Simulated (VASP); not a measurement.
# MgB2 (P6/mmm) in VASP: further runs

The runs below take MgB2 through single point, with PBEsol.

Everything below comes from runs of VASP 6.6.1. Logs are shortened: lines on timing, memory, paths and dates and some standing lists are left out, and cuts for length are marked.

### Step 1. The cell of the first run

It takes space group P6/mmm (No. 191, hexagonal). Conventional cell: a = 3.040 Å, b = 3.040 Å, c = 3.446 Å, α = 90.00°, β = 90.00°, γ = 120.00°. Within 3.2 Å of Mg (site symmetry 6/mmm) lie 12 B at 2.46 Å and 6 Mg at 3.04 Å. Within 2.3 Å of B (site symmetry -6m2) lie 3 B at 1.76 Å.

### Step 2. Single point, PBEsol (volume scaled by 0.97, then relaxed in part)

File INCAR:

```
SYSTEM = MgB2
  PREC = Accurate
  ENCUT = 520
  EDIFF = 1E-6
  ISMEAR = 0
  SIGMA = 0.1
  LREAL = .False.
  LASPH = .True.
  NELM = 60
  ALGO = Normal
  ISIF = 2
  LWAVE = .False.
  LCHARG = .False.
  GGA = PS
  NBANDS = 11
```

File KPOINTS:

```
Automatic mesh
0
Gamma
  18 18 12
  0 0 0
```

File POSCAR:

```
MgB2
1.0
    3.0398933145      0.0000000000      0.0000000000
   -1.5199466573      2.6326248351      0.0000000000
    0.0000000000      0.0000000000      3.4458156756
Mg B
1 2
Direct
    0.0000000000      0.0000000000      0.0000000000
    0.3333333333      0.6666666667      0.5000000000
    0.6666666667      0.3333333333      0.5000000000
```

Potentials or basis: VASP PAW PBE potentials, release 64 (Mg, B).

On the command line:

```console
$ cat potpaw_PBE.64/Mg/POTCAR potpaw_PBE.64/B/POTCAR > POTCAR
$ mpirun -np 1 vasp_std > vasp.out
```

OUTCAR:

```text
SYSTEM = MgB2
   PREC = Accurate
   ENCUT = 520
   EDIFF = 1E-6
   ISMEAR = 0
   LREAL = .False.
   LASPH = .True.
   NELM = 60
   ISIF = 2
   GGA = PS

 ion  position               nearest neighbor table
   1  0.000  0.000  0.000-   2 2.46   3 2.46   2 2.46   3 2.46   2 2.46   2 2.46   3 2.46   3 2.46
                             3 2.46   3 2.46   2 2.46   2 2.46
   2  0.333  0.667  0.500-   3 1.76   3 1.76   3 1.76   1 2.46   1 2.46   1 2.46   1 2.46   1 2.46
                             1 2.46
   3  0.667  0.333  0.500-   2 1.76   2 1.76   2 1.76   1 2.46   1 2.46   1 2.46   1 2.46   1 2.46
                             1 2.46

  LATTYP: Found a hexagonal cell.
 ALAT       =     3.0398933145
 C/A-ratio  =     1.1335317786

  Lattice vectors:

 A1 = (   3.0398933145,   0.0000000000,   0.0000000000)
 A2 = (  -1.5199466573,   2.6326248351,   0.0000000000)
 A3 = (   0.0000000000,   0.0000000000,   3.4458156756)

Analysis of symmetry for initial positions (statically):
=====================================================================
 Subroutine PRICEL returns:
 Original cell was already a primitive cell.

 Routine SETGRP: Setting up the symmetry group for a
 hexagonal supercell.

 Subroutine GETGRP returns: Found 24 space group operations
 (whereof 24 operations were pure point group operations)
 out of a pool of 24 trial point group operations.

The static configuration has the point symmetry D_6h.

Analysis of symmetry for dynamics (positions and initial velocities):
=====================================================================
 Subroutine PRICEL returns:
 Original cell was already a primitive cell.

 Routine SETGRP: Setting up the symmetry group for a
 hexagonal supercell.

 Subroutine GETGRP returns: Found 24 space group operations
 (whereof 24 operations were pure point group operations)
 out of a pool of 24 trial point group operations.

The dynamic configuration has the point symmetry D_6h.

 Subroutine INISYM returns: Found 24 space group operations
 (whereof 24 operations are pure point group operations),
 and found     1 'primitive' translations

----------------------------------------------------------------------------------------

                                     Primitive cell

  volume of cell :      27.5765

  direct lattice vectors                    reciprocal lattice vectors
     3.039893314  0.000000000  0.000000000     0.328958913  0.189924517  0.000000000
    -1.519946657  2.632624835  0.000000000     0.000000000  0.379849034  0.000000000
     0.000000000  0.000000000  3.445815676     0.000000000  0.000000000  0.290207049

  length of vectors
     3.039893314  3.039893314  3.445815676     0.379849034  0.379849034  0.290207049

  position of ions in fractional coordinates (direct lattice)
     0.000000000  0.000000000  0.000000000
     0.333333333  0.666666667  0.500000000
     0.666666667  0.333333333  0.500000000

  ion indices of the primitive-cell ions
   primitive index   ion index
                 1           1
                 2           2
                 3           3

----------------------------------------------------------------------------------------

 KPOINTS: Automatic mesh

Automatic generation of k-mesh.
 Grid dimensions read from file:
 generate k-points for:   18   18   12

 Generating k-lattice:

  Cartesian coordinates                     Fractional coordinates (reciprocal lattice)
     0.018275495  0.010551362  0.000000000     0.055555556  0.000000000  0.000000000
     0.000000000  0.021102724  0.000000000     0.000000000  0.055555556  0.000000000
     0.000000000  0.000000000  0.024183921     0.000000000  0.000000000  0.083333333

  Length of vectors
     0.021102724  0.021102724  0.024183921

  Shift w.r.t. Gamma in fractional coordinates (k-lattice)
     0.000000000  0.000000000  0.000000000

 Subroutine IBZKPT returns following result:
 ===========================================

 Found    259 irreducible k-points:

 Following reciprocal coordinates:
            Coordinates               Weight
  0.000000  0.000000  0.000000      1.000000
  0.055556 -0.000000  0.000000      6.000000
  0.111111 -0.000000  0.000000      6.000000
  0.166667 -0.000000  0.000000      6.000000
  0.222222  0.000000  0.000000      6.000000
  0.277778  0.000000  0.000000      6.000000
[... 16 lines left out ...]
  0.333333  0.111111  0.000000     12.000000
  0.388889  0.111111  0.000000     12.000000
 [... further k-points ...]
   k-points           NKPTS =    259   k-points in BZ     NKDIM =    259   number of bands    NBANDS=     11
   number of dos      NEDOS =    301   number of ions     NIONS =      3
   total plane-waves  NPLWV =  16128
   dimension x,y,z NGX =    24 NGY =   24 NGZ =   28
   dimension x,y,z NGXF=    48 NGYF=   48 NGZF=   56
   ions per type =               1   2
   NGX,Y,Z   is equivalent  to a cutoff of  13.13, 13.13, 13.51 a.u.
   NGXF,Y,Z  is equivalent  to a cutoff of  26.25, 26.25, 27.02 a.u.
 SYSTEM =  MgB2
   PREC   = accura    normal or accurate (medium, high low for compatibility)
   ISTART =      0    job   : 0-new  1-cont  2-samecut
   ICHARG =      2    charge: 1-file 2-atom 10-const
   ISPIN  =      1    spin polarized calculation?
   LNONCOLLINEAR =      F non collinear calculations
   LSORBIT =      F    spin-orbit coupling
   LASPH  =      T    aspherical Exc in radial PAW
   ENCUT  =  520.0 eV  38.22 Ry    6.18 a.u.   5.65  5.65  6.41*2*pi/ulx,y,z
   NELM   =     60;   NELMIN=  2; NELMDL= -5     # of ELM steps
   EDIFF  = 0.1E-05   stopping-criterion for ELM
   LREAL  =      F    real-space projection
   EDIFFG = 0.1E-04   stopping-criterion for IOM
   NSW    =      0    number of steps for IOM
   IBRION =     -1    ionic relax: 0-MD 1-quasi-New 2-CG
   NFREE  =      0    steps in history (QN), initial steepest desc. (CG)
   ISIF   =      2    stress and relaxation
   ISYM   =      2    0-nonsym 1-usesym 2-fastsym
   POTIM  = 0.5000    time-step for ionic-motion
   TEBEG  =    0.0;   TEEND  =   0.0 temperature during run
   PSTRESS=    0.0 pullay stress
   NELECT =       8.0000    total number of electrons
   NUPDOWN=      -1.0000    fix difference up-down
   EMIN   =  10.00;   EMAX   =-10.00  energy-range for DOS
   EFERMI =   0.00;   METHOD = LEGACY
   ISMEAR =     0;   SIGMA  =   0.10  broadening in eV -4-tet -1-fermi 0-gaus
   EFERMI_NEDOS =   21; number of points for ismear=-14 and -15
   IALGO  =     38    algorithm
   IMIX   =      4    mixing-type and parameters
     AMIX     =   0.40;   BMIX     =  1.00
     AMIX_MAG =   1.60;   BMIX_MAG =  1.00
  volume/ion in A,a.u.               =       9.19        62.03
  Fermi-wavevector in a.u.,A,eV,Ry     =   1.083740  2.047971 15.979934  1.174492
  Thomas-Fermi vector in A             =   2.219813
   LORBIT       =      0    0 simple, 1 ext, 2 COOP (PROOUT), +10 PAW based schemes
   GGA     = PS    functional components
   LHFCALC =     F    Hartree Fock is set to
   AEXX    =    0.0000 exact exchange contribution
   IVDW    =     0    specifies the selected vdW correction
   LEPSILON=     F    determine dielectric tensor
   LRPA    =     F    only Hartree local field effects (RPA)
 non-spin polarized calculation
 Gauss-broadening in eV      SIGMA  =   0.10
  energy-cutoff  :      520.00
  volume of cell :       27.58
 maximum number of plane-waves:       763
 NGX is ok and might be reduce to    24
   NGX = 11   NGY = 11   NGZ = 13

 number of electron       8.0000000 magnetization

 Free energy of the ion-electron system (eV)
  ---------------------------------------------------
  ext. energy  EPLUGINS =         0.00000000
  ---------------------------------------------------
  free energy    TOTEN  =       -16.21330512 eV

  energy without entropy =      -16.21046393  energy(sigma->0) =      -16.21188453

 E-fermi :   5.5360     XC(G=0): -11.2016

 val. band max:        5.5164844350   @ k =   0.0556   0.0556   0.3333
 cond. band min:       5.5375268278   @ k =   0.0556   0.0556   0.0833
 fundamental gap:      0.0210423928
 Fermi energy:         5.5360380260

 k-point     1 :       0.0000    0.0000    0.0000
  band No.  band energies     occupation
      1      -7.1432      2.00000
      2       2.6063      2.00000
      3       5.9402      0.00000
      4       5.9402      0.00000
      5       7.4431      0.00000
      6      11.9942      0.00000
      7      11.9942      0.00000
      8      14.1224      0.00000
      9      15.9227      0.00000
     10      18.6013      0.00000
     11      22.1613      0.00000

 k-point     2 :       0.0556   -0.0000    0.0000
  band No.  band energies     occupation
      1      -7.0881      2.00000
      2       2.6597      2.00000
      3       5.6509      0.10440
      4       5.8011      0.00018
      5       7.4872      0.00000
      6      11.9812      0.00000
      7      12.2458      0.00000
      8      14.2291      0.00000
      9      15.7191      0.00000
     10      18.8790      0.00000
     11      21.9157      0.00000

 k-point     3 :       0.1111   -0.0000    0.0000
  band No.  band energies     occupation
      1      -6.9231      2.00000
      2       2.8196      2.00000
      3       4.8880      2.00000
      4       5.4463      1.79574
      5       7.6280      0.00000
      6      11.8615      0.00000
      7      12.9367      0.00000
      8      14.5537      0.00000
      9      15.1414      0.00000
     10      19.6427      0.00000
     11      21.3439      0.00000
[... 267 lines left out ...]
 k-point    23 :       0.3333    0.1111    0.0000
  band No.  band energies     occupation
      1      -4.3494      2.00000
      2      -0.6316      2.00000
      3       2.6066      2.00000
      4       5.1946      2.00000
      5       9.8460      0.00000
      6       9.8675      0.00000
      7      11.4702      0.00000
      8      14.0311      0.00000
      9      17.1499      0.00000
     10      18.4600      0.00000
     11      19.4621      0.00000

 k-point    24 :       0.3889    0.1111    0.0000
  band No.  band energies     occupation
      1      -3.5869      2.00000
      2      -1.6416      2.00000
      3       2.4447      2.00000
      4       5.7401      0.00390
      5       9.0540      0.00000
      6      10.2813      0.00000
      7      11.3468      0.00000
      8      13.6388      0.00000
      9      16.9076      0.00000
     10      18.9397      0.00000
     11      20.0309      0.00000

 [... further k-points ...]
[... 5 lines left out ...]
  --------------------------------------------------------------------------------------
  -------------------------------------------------------------------------------------
  Total        0.8350714      0.8350714      0.7890525     -0.0000000      0.0000000      0.0000000
  in kB       48.5171001     48.5171001     45.8434300     -0.0000000      0.0000000      0.0000000
  external PRESSURE =      47.6258767 kB  Pullay stress =       0.0000000 kB

 VOLUME and BASIS-vectors are now :
 -----------------------------------------------------------------------------
  energy-cutoff  :      520.00
  volume of cell :       27.58
      direct lattice vectors                 reciprocal lattice vectors
     3.039893314  0.000000000  0.000000000     0.328958913  0.189924517  0.000000000
    -1.519946657  2.632624835  0.000000000     0.000000000  0.379849034  0.000000000
     0.000000000  0.000000000  3.445815676     0.000000000  0.000000000  0.290207049

 POSITION                                       TOTAL-FORCE (eV/Angst)
 -----------------------------------------------------------------------------------
      0.00000      0.00000      0.00000        -0.000000      0.000000      0.000000
     -0.00000      1.75508      1.72291         0.000000     -0.000000      0.000000
      1.51995      0.87754      1.72291         0.000000     -0.000000      0.000000
 -----------------------------------------------------------------------------------
    total drift:                                0.000000     -0.000000      0.000000

  FREE ENERGIE OF THE ION-ELECTRON SYSTEM (eV)
  ---------------------------------------------------
  free  energy   TOTEN  =       -16.2133051190 eV

  energy  without entropy=      -16.2104639334  energy(sigma->0) =      -16.21188453
```

Wall time 20 s (1 thread of Intel Xeon 6975P-C (Granite Rapids), shared host); peak memory 0.21 GiB.

Results:

```yaml
Free_energy: -16.2133 eV
Pressure: 4.8 GPa
Band_gap_on_the_k_mesh: zero (band 4 reaches 7.45 eV, above the bottom of band 5 at 3.44 eV)
```

Caveat: the PAW data sets were made with another functional, which shifts forces and pressure a little.

[end of part 1 of 3]
